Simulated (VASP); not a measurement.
# TiO2 (I4_1/amd) in VASP: single point with PBE+U

Aim: the single point of TiO2 with PBE+U.

Program: VASP 6.6.1. These are calculated values, not measurements. Logs are shortened: lines on timing, memory, paths and dates and some standing lists are left out, and cuts for length are marked.

## (1) The cell of the first run

It takes space group I4_1/amd (No. 141, tetragonal). The conventional cell has a = 3.818 Å, b = 3.818 Å, c = 9.776 Å, α = 90.00°, β = 90.00°, γ = 90.00°. Within 2.6 Å of Ti (site symmetry -4m2) lie 6 O at 1.96 to 2.01 Å. Within 2.6 Å of O (site symmetry 2mm) lie 3 Ti at 1.96 to 2.01 Å and 2 O at 2.47 Å.

## (2) Single point, PBE+U

Contents of POSCAR:

```
TiO2
1.0
   -1.9089568622      1.9089568622      4.8878380517
    1.9089568622     -1.9089568622      4.8878380517
    1.9089568622      1.9089568622     -4.8878380517
Ti O
2 4
Direct
    0.0000000000      0.0000000000      0.0000000000
    0.7500000000      0.2500000000      0.5000000000
    0.2053163549      0.2053163549      0.0000000000
    0.9553163549      0.4553163549      0.5000000000
    0.5446836451      0.0446836451      0.5000000000
    0.7946836451      0.7946836451      0.0000000000
```

Contents of INCAR.step1:

```
  PREC = Accurate
  ENCUT = 520
  EDIFF = 1E-7
  ISMEAR = 0
  SIGMA = 0.02
  LREAL = False
  LASPH = True
  NELM = 150
  ALGO = Normal
  ISIF = 2
  LWAVE = False
  LCHARG = True
  LMAXMIX = 4
  LDAU = True
  LDAUTYPE = 2
  LDAUL = 2 -1
  LDAUU = 4 0
  LDAUJ = 0 0
  LDAUPRINT = 1
  GGA = PE
  NBANDS = 33
```

Contents of KPOINTS.step1:

```
regular mesh
0
Gamma
  8 8 8
```

Contents of INCAR.step2:

```
  PREC = Accurate
  ENCUT = 520
  EDIFF = 1E-7
  ISMEAR = -5
  SIGMA = 0.02
  LREAL = False
  LASPH = True
  NELM = 150
  ALGO = Normal
  ISIF = 2
  LWAVE = False
  LCHARG = False
  LMAXMIX = 4
  LDAU = True
  LDAUTYPE = 2
  LDAUL = 2 -1
  LDAUU = 4 0
  LDAUJ = 0 0
  LDAUPRINT = 1
  GGA = PE
  LORBIT = 10
  NEDOS = 1001
  ICHARG = 11
```

Contents of KPOINTS.step2:

```
regular mesh
0
Gamma
  12 12 12
```

Potentials or basis: VASP PAW PBE potentials, release 64 (Ti_sv, O).

Command:

```
$ cat potpaw_PBE.64/Ti_sv/POTCAR potpaw_PBE.64/O/POTCAR > POTCAR
$ cp INCAR.step1 INCAR
$ cp KPOINTS.step1 KPOINTS
$ mpirun -np 1 vasp_std > vasp.out
$ cp INCAR.step2 INCAR
$ cp KPOINTS.step2 KPOINTS
$ mpirun -np 1 vasp_std > vasp.out
```

OUTCAR:

```text
PREC = Accurate
   ENCUT = 520
   EDIFF = 1E-7
   ISMEAR = -5
   LREAL = False
   LASPH = True
   NELM = 150
   ISIF = 2
   GGA = PE
   LORBIT = 10
   ICHARG = 11

 ion  position               nearest neighbor table
   1  0.000  0.000  0.000-   5 1.96   4 1.96   5 1.96   4 1.96   3 2.01   6 2.01
   2  0.750  0.250  0.500-   6 1.96   3 1.96   6 1.96   3 1.96   4 2.01   5 2.01
   3  0.205  0.205  0.000-   2 1.96   2 1.96   1 2.01
   4  0.955  0.455  0.500-   1 1.96   1 1.96   2 2.01
   5  0.545  0.045  0.500-   1 1.96   1 1.96   2 2.01
   6  0.795  0.795  0.000-   2 1.96   2 1.96   1 2.01

  LATTYP: Found a body centered tetragonal cell.
 ALAT       =     3.8179137244
 C/A-ratio  =     2.5604759062

  Lattice vectors:

 A1 = (  -1.9089568622,   1.9089568622,   4.8878380517)
 A2 = (   1.9089568622,  -1.9089568622,   4.8878380517)
 A3 = (   1.9089568622,   1.9089568622,  -4.8878380517)

Analysis of symmetry for initial positions (statically):
=====================================================================
 Subroutine PRICEL returns:
 Original cell was already a primitive cell.

 Routine SETGRP: Setting up the symmetry group for a
 body centered tetragonal supercell.

 Subroutine GETGRP returns: Found 16 space group operations
 (whereof  8 operations were pure point group operations)
 out of a pool of 16 trial point group operations.

The static configuration has the point symmetry D_2d.
 The point group associated with its full space group is D_4h.

Analysis of symmetry for dynamics (positions and initial velocities):
=====================================================================
 Subroutine PRICEL returns:
 Original cell was already a primitive cell.

 Routine SETGRP: Setting up the symmetry group for a
 body centered tetragonal supercell.

 Subroutine GETGRP returns: Found 16 space group operations
 (whereof  8 operations were pure point group operations)
 out of a pool of 16 trial point group operations.

The dynamic configuration has the point symmetry D_2d.
 The point group associated with its full space group is D_4h.

 Subroutine INISYM returns: Found 16 space group operations
 (whereof  8 operations are pure point group operations),
 and found     1 'primitive' translations

----------------------------------------------------------------------------------------

                                     Primitive cell

  volume of cell :      71.2474

  direct lattice vectors                    reciprocal lattice vectors
    -1.908956862  1.908956862  4.887838052     0.000000000  0.261923153  0.102294715
     1.908956862 -1.908956862  4.887838052     0.261923153  0.000000000  0.102294715
     1.908956862  1.908956862 -4.887838052     0.261923153  0.261923153  0.000000000

  length of vectors
     5.583833219  5.583833219  5.583833219     0.281190232  0.281190232  0.370415275

  position of ions in fractional coordinates (direct lattice)
     0.000000000  0.000000000  0.000000000
     0.750000000  0.250000000  0.500000000
     0.205316355  0.205316355  0.000000000
     0.955316355  0.455316355  0.500000000
     0.544683645  0.044683645  0.500000000
     0.794683645  0.794683645  0.000000000

  ion indices of the primitive-cell ions
   primitive index   ion index
                 1           1
                 2           2
                 3           3
[... 116 lines left out ...]
 maximum number of plane-waves:      1937
 NGX is ok and might be reduce to    42

atom =   1  type =  1  l = 2

 onsite density matrix

spin component  1

  0.1038 -0.0000 -0.0000  0.0000 -0.0000
 -0.0000  0.1000 -0.0000 -0.0000  0.0000
 -0.0000 -0.0000  0.2444 -0.0000 -0.0000
  0.0000 -0.0000 -0.0000  0.1000  0.0000
 -0.0000  0.0000 -0.0000  0.0000  0.2455

spin component  2

  0.1038 -0.0000 -0.0000  0.0000 -0.0000
 -0.0000  0.1000 -0.0000 -0.0000  0.0000
 -0.0000 -0.0000  0.2444 -0.0000 -0.0000
  0.0000 -0.0000 -0.0000  0.1000  0.0000
 -0.0000  0.0000 -0.0000  0.0000  0.2455

 occupancies and eigenvectors

  o =  0.1000  v =  0.0000 -0.7725  0.0000  0.6350 -0.0000  0.0000  0.0000  0.0000  0.0000  0.0000      0.0000  0.0000  0.0000  0.0000  0.0000  0.0000  0.0000  0.0000  0.0000  0.0000
  o =  0.1000  v =  0.0000  0.0000  0.0000  0.0000  0.0000  0.0000 -0.7725  0.0000  0.6350 -0.0000      0.0000  0.0000  0.0000  0.0000  0.0000  0.0000  0.0000  0.0000  0.0000  0.0000
  o =  0.1000  v =  0.0000  0.6350 -0.0000  0.7725 -0.0000  0.0000  0.0000  0.0000  0.0000  0.0000      0.0000  0.0000  0.0000  0.0000  0.0000  0.0000  0.0000  0.0000  0.0000  0.0000
  o =  0.1000  v =  0.0000  0.0000  0.0000  0.0000  0.0000  0.0000  0.6350 -0.0000  0.7725 -0.0000      0.0000  0.0000  0.0000  0.0000  0.0000  0.0000  0.0000  0.0000  0.0000  0.0000
  o =  0.1038  v =  1.0000  0.0000  0.0000  0.0000  0.0000  0.0000  0.0000  0.0000  0.0000  0.0000      0.0000  0.0000  0.0000  0.0000  0.0000  0.0000  0.0000  0.0000  0.0000  0.0000
  o =  0.1038  v =  0.0000  0.0000  0.0000  0.0000  0.0000  1.0000  0.0000  0.0000  0.0000  0.0000      0.0000  0.0000  0.0000  0.0000  0.0000  0.0000  0.0000  0.0000  0.0000  0.0000
  o =  0.2444  v =  0.0000  0.0000  0.0000  0.0000  0.0000  0.0000 -0.0000 -1.0000  0.0000 -0.0000      0.0000  0.0000  0.0000  0.0000  0.0000  0.0000  0.0000  0.0000  0.0000  0.0000
  o =  0.2444  v =  0.0000 -0.0000 -1.0000  0.0000 -0.0000  0.0000  0.0000  0.0000  0.0000  0.0000      0.0000  0.0000  0.0000  0.0000  0.0000  0.0000  0.0000  0.0000  0.0000  0.0000
  o =  0.2455  v =  0.0000  0.0000  0.0000  0.0000  0.0000  0.0000 -0.0000 -0.0000  0.0000  1.0000      0.0000  0.0000  0.0000  0.0000  0.0000  0.0000  0.0000  0.0000  0.0000  0.0000
  o =  0.2455  v =  0.0000 -0.0000 -0.0000  0.0000  1.0000  0.0000  0.0000  0.0000  0.0000  0.0000      0.0000  0.0000  0.0000  0.0000  0.0000  0.0000  0.0000  0.0000  0.0000  0.0000

atom =   2  type =  1  l = 2

 onsite density matrix

spin component  1

  0.1038 -0.0000 -0.0000  0.0000 -0.0000
 -0.0000  0.1000  0.0000 -0.0000  0.0000
 -0.0000  0.0000  0.2444 -0.0000  0.0000
  0.0000 -0.0000 -0.0000  0.1000  0.0000
 -0.0000  0.0000  0.0000  0.0000  0.2455

spin component  2

  0.1038 -0.0000 -0.0000  0.0000 -0.0000
 -0.0000  0.1000  0.0000 -0.0000  0.0000
 -0.0000  0.0000  0.2444 -0.0000  0.0000
  0.0000 -0.0000 -0.0000  0.1000  0.0000
 -0.0000  0.0000  0.0000  0.0000  0.2455

 occupancies and eigenvectors

  o =  0.1000  v =  0.0000  0.9659  0.0000  0.2588  0.0000  0.0000  0.0000  0.0000  0.0000  0.0000      0.0000  0.0000  0.0000  0.0000  0.0000  0.0000  0.0000  0.0000  0.0000  0.0000
  o =  0.1000  v =  0.0000  0.0000  0.0000  0.0000  0.0000  0.0000  0.9659  0.0000  0.2588  0.0000      0.0000  0.0000  0.0000  0.0000  0.0000  0.0000  0.0000  0.0000  0.0000  0.0000
  o =  0.1000  v =  0.0000 -0.2588 -0.0000  0.9659 -0.0000  0.0000  0.0000  0.0000  0.0000  0.0000      0.0000  0.0000  0.0000  0.0000  0.0000  0.0000  0.0000  0.0000  0.0000  0.0000
  o =  0.1000  v =  0.0000  0.0000  0.0000  0.0000  0.0000  0.0000 -0.2588 -0.0000  0.9659 -0.0000      0.0000  0.0000  0.0000  0.0000  0.0000  0.0000  0.0000  0.0000  0.0000  0.0000
  o =  0.1038  v =  0.0000  0.0000  0.0000  0.0000  0.0000  1.0000  0.0000  0.0000  0.0000  0.0000      0.0000  0.0000  0.0000  0.0000  0.0000  0.0000  0.0000  0.0000  0.0000  0.0000
  o =  0.1038  v =  1.0000  0.0000  0.0000  0.0000  0.0000  0.0000  0.0000  0.0000  0.0000  0.0000      0.0000  0.0000  0.0000  0.0000  0.0000  0.0000  0.0000  0.0000  0.0000  0.0000
  o =  0.2444  v =  0.0000  0.0000  0.0000  0.0000  0.0000  0.0000  0.0000 -1.0000  0.0000  0.0000      0.0000  0.0000  0.0000  0.0000  0.0000  0.0000  0.0000  0.0000  0.0000  0.0000
  o =  0.2444  v =  0.0000  0.0000 -1.0000  0.0000  0.0000  0.0000  0.0000  0.0000  0.0000  0.0000      0.0000  0.0000  0.0000  0.0000  0.0000  0.0000  0.0000  0.0000  0.0000  0.0000
  o =  0.2455  v =  0.0000 -0.0000  0.0000  0.0000  1.0000  0.0000  0.0000  0.0000  0.0000  0.0000      0.0000  0.0000  0.0000  0.0000  0.0000  0.0000  0.0000  0.0000  0.0000  0.0000
  o =  0.2455  v =  0.0000  0.0000  0.0000  0.0000  0.0000  0.0000 -0.0000  0.0000  0.0000  1.0000      0.0000  0.0000  0.0000  0.0000  0.0000  0.0000  0.0000  0.0000  0.0000  0.0000

 number of electron      47.9999994 magnetization

 Free energy of the ion-electron system (eV)
  ---------------------------------------------------
  ext. energy  EPLUGINS =         0.00000000
  ---------------------------------------------------
  free energy    TOTEN  =       -48.50100659 eV

  energy without entropy =      -48.50100659  energy(sigma->0) =      -48.50100659

 E-fermi :   3.2660     XC(G=0): -10.5146

 val. band max:        3.2225930359   @ k =  -0.4167   0.4167   0.0000
 cond. band min:       5.8814593074   @ k =   0.0000   0.0000   0.0000
 fundamental gap:      2.6588662715
 Fermi energy:         3.2659877148

 k-point     1 :       0.0000    0.0000    0.0000
  band No.  band energies     occupation
      1     -54.2960      2.00000
      2     -54.2516      2.00000
      3     -30.6460      2.00000
      4     -30.4493      2.00000
      5     -30.4493      2.00000
      6     -30.3953      2.00000
[... 733 lines left out ...]
     27       7.1872      0.00000
     28       7.3074      0.00000

 [... further k-points ...]
[... 5 lines left out ...]
  --------------------------------------------------------------------------------------
  -------------------------------------------------------------------------------------
  Total        1.9996482      1.9996482      1.5725125      0.0000000     -0.0000000      0.0000000
  in kB       44.9671285     44.9671285     35.3619046      0.0000000     -0.0000000      0.0000000
  external PRESSURE =      41.7653872 kB  Pullay stress =       0.0000000 kB

 VOLUME and BASIS-vectors are now :
 -----------------------------------------------------------------------------
  energy-cutoff  :      520.00
  volume of cell :       71.25
      direct lattice vectors                 reciprocal lattice vectors
    -1.908956862  1.908956862  4.887838052     0.000000000  0.261923153  0.102294715
     1.908956862 -1.908956862  4.887838052     0.261923153  0.000000000  0.102294715
     1.908956862  1.908956862 -4.887838052     0.261923153  0.261923153  0.000000000

 POSITION                                       TOTAL-FORCE (eV/Angst)
 -----------------------------------------------------------------------------------
      0.00000      0.00000      0.00000        -0.000000     -0.000000      0.000000
      0.00000      1.90896      2.44392        -0.000000     -0.000000      0.000000
      0.00000      0.00000      2.00711         0.000000      0.000000      0.146034
     -0.00000      1.90896      4.45103        -0.000000     -0.000000      0.146034
      0.00000      1.90896      0.43681         0.000000      0.000000     -0.146034
      0.00000      0.00000      7.76857         0.000000      0.000000     -0.146034
 -----------------------------------------------------------------------------------
    total drift:                               -0.000000     -0.000000     -0.000000

  FREE ENERGIE OF THE ION-ELECTRON SYSTEM (eV)
  ---------------------------------------------------
  free  energy   TOTEN  =       -48.5010065853 eV

  energy  without entropy=      -48.5010065853  energy(sigma->0) =      -48.50100659

 total charge

# of ion       s       p       d       tot
------------------------------------------
    1        2.226   6.292   1.561  10.079
    2        2.226   6.292   1.561  10.079
    3        1.568   3.516   0.000   5.085
    4        1.568   3.516   0.000   5.085
    5        1.568   3.516   0.000   5.085
    6        1.568   3.516   0.000   5.085
--------------------------------------------------
tot         10.725  26.650   3.122  40.497
```

It took 12 min on 1 thread of Intel Xeon 8259CL, shared host; peak memory 0.41 GiB.

What came out:

* Valence electrons inside the program's atomic spheres: Ti 10.08; O 5.08

Levels at points of the mesh, in eV from the valence-band top:
| k point | band 22 | band 23 | band 24 | band 25 | band 26 | band 27 |
| --- | --- | --- | --- | --- | --- | --- |
| (0.00, 0.00, 0.00) | -0.77 | -0.39 | -0.39 | 2.66 | 3.34 | 4.39 |
| (0.50, 0.00, 0.00) | -0.88 | -0.84 | -0.68 | 3.67 | 3.85 | 3.96 |
| (0.50, 0.50, 0.00) | -1.91 | -0.06 | -0.06 | 3.68 | 3.68 | 4.10 |
| (0.50, 0.50, 0.50) | -1.23 | -0.10 | -0.10 | 2.99 | 2.99 | 4.21 |

Eigenvalues of the final occupation matrices:
| site | spin | trace | eigenvalues |
| --- | --- | --- | --- |
| site 1 d | 1 | 0.79 | 0.10 0.10 0.10 0.24 0.25 |
| site 1 d | 2 | 0.79 | 0.10 0.10 0.10 0.24 0.25 |
| site 2 d | 1 | 0.79 | 0.10 0.10 0.10 0.24 0.25 |
| site 2 d | 2 | 0.79 | 0.10 0.10 0.10 0.24 0.25 |
